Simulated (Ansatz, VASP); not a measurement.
# MoSe in VASP and in Ansatz

```
Mo Se
1.0
     0.00000    2.83929    2.83929
     2.83929    0.00000    2.83929
     2.83929    2.83929    0.00000
Mo Se
1 1
Cartesian
  0.0000 0.0000 0.0000
  1.4196 1.4196 1.4196
```

Alike in both runs: functional PBE; k mesh 12 × 12 × 12; occupations gaussian, width 0.1 eV; collinear spin.

Ansatz relaxed the structure, and its values are those at the end. VASP's run is a single point on that final structure, the one shown.

|  | VASP | Ansatz |
| --- | --- | --- |
| version | VASP 6.6.1 | Ansatz 0.2.0 |
| potentials or method | VASP PAW PBE potentials, release 64 (Mo_sv, Se), cutoff 520 eV | scalar-relativistic, plane waves, PAW |
| valence electrons in the cell | 20 | 30 |

Ansatz gave:

* gap on the k mesh at the Fermi level (eV): none
* pressure (GPa): 0.0
* net moment per atom (μB): 0.58
* size of the moment on the site where the two differ most (μB): 0.82

Question: What did VASP give for the same quantities?

Answer: gap on the k mesh at the Fermi level (eV): none; pressure (GPa): 0.2; net moment per atom (μB): 0.58; size of the moment on the site where the two differ most (μB): 1.03.

Site moments also hang on the region over which each program counts them. A gap of «none» marks a metal or a gap that the smearing closes. VASP's potentials hold 20 valence electrons a cell and Ansatz's 30, so a difference there can come from the potentials and not from the codes.
